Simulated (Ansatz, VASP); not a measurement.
# HfO2 in VASP and in Ansatz

The input POSCAR:

```
HfO2
1.0
    5.1180000000      0.0000000000      0.0000000000
    0.0000000000      5.1857000000      0.0000000000
   -0.8586630598      0.0000000000      5.2138671406
Hf O
4 8
Direct
    0.2755000000      0.4603000000      0.7080000000
    0.7245000000      0.9603000000      0.7920000000
    0.7245000000      0.5397000000      0.2920000000
    0.2755000000      0.0397000000      0.2080000000
    0.0742000000      0.1684000000      0.8467000000
    0.9258000000      0.6684000000      0.6533000000
    0.9258000000      0.8316000000      0.1533000000
    0.0742000000      0.3316000000      0.3467000000
    0.4487000000      0.7419000000      0.9801000000
    0.5513000000      0.2419000000      0.5199000000
    0.5513000000      0.2581000000      0.0199000000
    0.4487000000      0.7581000000      0.4801000000
```

Contents of INCAR.step1:

```
PREC     = Accurate       # precision mode
ENCUT    = 520            # plane-wave cutoff, eV
ISMEAR   = -1             # smearing method
SIGMA    = 0.05           # smearing width, eV
LREAL    = F              # projectors in reciprocal space
LASPH    = T              # aspherical terms in the spheres
NELM     = 100            # most SCF steps
NBANDS   = 56             # bands
GGA      = PE             # functional
ALGO     = Normal         # electronic algorithm
EDIFF    = 1E-4           # SCF threshold, eV
LWAVE    = T              # write WAVECAR
LCHARG   = F              # write CHGCAR
```

File INCAR.step2:

```
PREC     = Accurate       # precision mode
ENCUT    = 520            # plane-wave cutoff, eV
EDIFF    = 1E-6           # SCF threshold, eV
ISMEAR   = -1             # smearing method
SIGMA    = 0.05           # smearing width, eV
LREAL    = F              # projectors in reciprocal space
LASPH    = T              # aspherical terms in the spheres
NELM     = 100            # most SCF steps
ALGO     = Normal         # electronic algorithm
ISIF     = 2              # what is computed and relaxed
LWAVE    = F              # write WAVECAR
LCHARG   = F              # write CHGCAR
METAGGA  = R2SCAN         # meta-GGA
LMIXTAU  = T            
NBANDS   = 56             # bands
ISTART   = 1
```

Contents of KPOINTS:

```
regular mesh
0
Gamma
  4 4 4
```

Contents of input.yaml:

```yaml
crystal:
  lattice:
    - [5.118, 0.0, 0.0]
    - [0.0, 5.1857, 0.0]
    - [-0.8586630598, 0.0, 5.2138671406]
  atoms:
    - { symbol: Hf, position: [0.2755, 0.4603, 0.708] }
    - { symbol: Hf, position: [0.7245, 0.9603, 0.792] }
    - { symbol: Hf, position: [0.7245, 0.5397, 0.292] }
    - { symbol: Hf, position: [0.2755, 0.0397, 0.208] }
    - { symbol: O, position: [0.0742, 0.1684, 0.8467] }
    - { symbol: O, position: [0.9258, 0.6684, 0.6533] }
    - { symbol: O, position: [0.9258, 0.8316, 0.1533] }
    - { symbol: O, position: [0.0742, 0.3316, 0.3467] }
    - { symbol: O, position: [0.4487, 0.7419, 0.9801] }
    - { symbol: O, position: [0.5513, 0.2419, 0.5199] }
    - { symbol: O, position: [0.5513, 0.2581, 0.0199] }
    - { symbol: O, position: [0.4487, 0.7581, 0.4801] }
hamiltonian:
  xc: r2scan
  pseudopotentials: { kind: paw }
kpoints:
  mp_grid: { grid: [4, 4, 4] }
  band_path:
    path:
      - [[0.0, 0.0, 0.0], [0.0, 0.0, 0.5], [-0.4327310173, 0.0, 0.5726006525], [-0.5, 0.0, 0.5], [-0.5, 0.5, 0.5], [-0.5672689827, 0.5, 0.4273993475], [-0.5, 0.5, 0.0], [-0.5, 0.0, 0.0], [-0.5672689827, 0.0, 0.4273993475]]
      - [[-0.4327310173, 0.5, 0.5726006525], [0.0, 0.5, 0.5], [0.0, 0.5, 0.0]]
      - [[0.0, 0.0, 0.5], [0.0, 0.5, 0.5]]
    npoints: 10
scf:
  occupations: { method: fermi_dirac, width: 0.05 }
  n_extra_bands: 30
output:
  forces: true
  stress: true
  eigenvalues: true
  fatbands: false
```

Alike in both runs: functional r2SCAN; k mesh 4 × 4 × 4; occupations fermi-dirac, width 0.05 eV; no spin polarisation.

|  | VASP | Ansatz |
| --- | --- | --- |
| version | VASP 6.6.1 | Ansatz 0.2.0 |
| potentials or method | VASP PAW PBE potentials, release 64 (Hf_pv, O) | Ansatz PAW |
| plane-wave cutoff (eV) | 520 | 500 |
| valence electrons in the cell | 88 | 152 |
| task | single point | band structure |

```csv
,VASP,Ansatz,Ansatz less VASP
gap on the k mesh at the Fermi level (eV),4.62,4.66,+0.044
least direct gap on the mesh (eV),4.71,4.75,+0.047
pressure (GPa),-3.1,0.3,+3.44
"traceless stress, the component that is largest in VASP (GPa)",-0.83,-0.76,+0.066
rms of the force components (eV/Å),0.153,0.169,+0.0151
```

VASP's potentials were made for PBE, not for r2SCAN. Atom by atom the forces differ by 0.039 eV/Å (rms over components). VASP's potentials hold 88 valence electrons a cell and Ansatz's 152, so a difference there can come from the potentials and not from the codes.

Neither program's run includes spin-orbit coupling.
